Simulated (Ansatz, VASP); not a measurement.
K2S in VASP and in Ansatz

The input INCAR:

```
ALGO = Normal ; EDIFF = 1E-6
ENCUT = 500 ; GGA = RP
GGA_COMPAT = False ; ISIF = 2
ISMEAR = 0 ; LASPH = True
LCHARG = True ; LELF = True
LREAL = False ; LVHAR = True
LWAVE = False ; NBANDS = 19
NELM = 120 ; PREC = Accurate
SIGMA = 0.05
```

The input KPOINTS:

```
k-points
0
Gamma
  6 6 6
```

The input POSCAR:

```
K2S
1.0
    0.0000000000      3.8121522462      3.8121522462
    3.8121522462      0.0000000000      3.8121522462
    3.8121522462      3.8121522462      0.0000000000
K S
2 1
Direct
    0.2500000000      0.2500000000      0.2500000000
    0.7500000000      0.7500000000      0.7500000000
    0.0000000000      0.0000000000      0.0000000000
```

Input for Ansatz:

```yaml
crystal:
  lattice:
    - [0.0, 3.8121522462, 3.8121522462]
    - [3.8121522462, 0.0, 3.8121522462]
    - [3.8121522462, 3.8121522462, 0.0]
  atoms:
    - { symbol: K, position: [0.25, 0.25, 0.25] }
    - { symbol: K, position: [0.75, 0.75, 0.75] }
    - { symbol: S, position: [0.0, 0.0, 0.0] }
basis:
  ecutwfc: 420
  ecutrho_ratio: 4
kpoints:
  mp_grid: { grid: [6, 6, 6] }
hamiltonian:
  xc: rpbe
scf:
  occupations: { method: gaussian, width: 0.05 }
output:
  forces: true
  stress: true
  eigenvalues: true
```

Alike in both runs: task single point; functional RPBE; k mesh 6 × 6 × 6; occupations gaussian, width 0.05 eV; no spin polarisation.

|  | VASP | Ansatz |
| --- | --- | --- |
| version | VASP 6.6.1 | Ansatz 0.2.0 |
| potentials or method | VASP PAW PBE potentials, release 64 (K_sv, S), cutoff 500 eV | scalar-relativistic, plane waves, PAW |
| valence electrons in the cell | 24 | 24 |

```tsv
	VASP	Ansatz	Ansatz less VASP
gap on the k mesh at the Fermi level (eV)	2.40	2.40	-0.001
least direct gap on the mesh (eV)	2.53	2.53	+0.001
pressure (GPa)	0.0	0.0	-0.01
```

VASP's potentials were made for PBE, not for RPBE.
